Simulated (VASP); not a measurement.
A run of VASP 6.6.1 is set up as follows.

The input INCAR:

```
SYSTEM = Pd
ALGO = Normal ; EDIFF = 1E-6
ENCUT = 500 ; GGA = PE
GGA_COMPAT = .FALSE. ; ISIF = 2
ISMEAR = -1 ; ISPIN = 2
LASPH = .TRUE. ; LCHARG = .FALSE.
LMAXMIX = 4 ; LORBIT = 11
LREAL = .FALSE. ; LWAVE = .FALSE.
MAGMOM = 0.5 ; NBANDS = 15
NELM = 200 ; PREC = Accurate
SIGMA = 0.1
```

The input KPOINTS:

```
k-points
0
G
  6 6 6
  0 0 0
```

File POSCAR:

```
Pd
1.0
    2.6149101206      0.0000000000      0.0000000000
    0.0000000000      2.6149101206      0.0000000000
    0.0000000000      0.0000000000      2.6149101206
Pd
1
Direct
    0.0000000000      0.0000000000      0.0000000000
```

Potentials or basis: VASP PAW PBE potentials, release 64 (Pd).

The run is started by

```console
$ cat potpaw_PBE.64/Pd/POTCAR > POTCAR
$ mpirun -np 1 vasp_std > vasp.out
```

Problem. Predict the pressure.

Solution. 0.2 GPa.

Problem. Predict the band gap on the k mesh.

Solution. Zero (filled and empty bands overlap).

Caveat: the k points lie up to 0.40 Å⁻¹ apart.
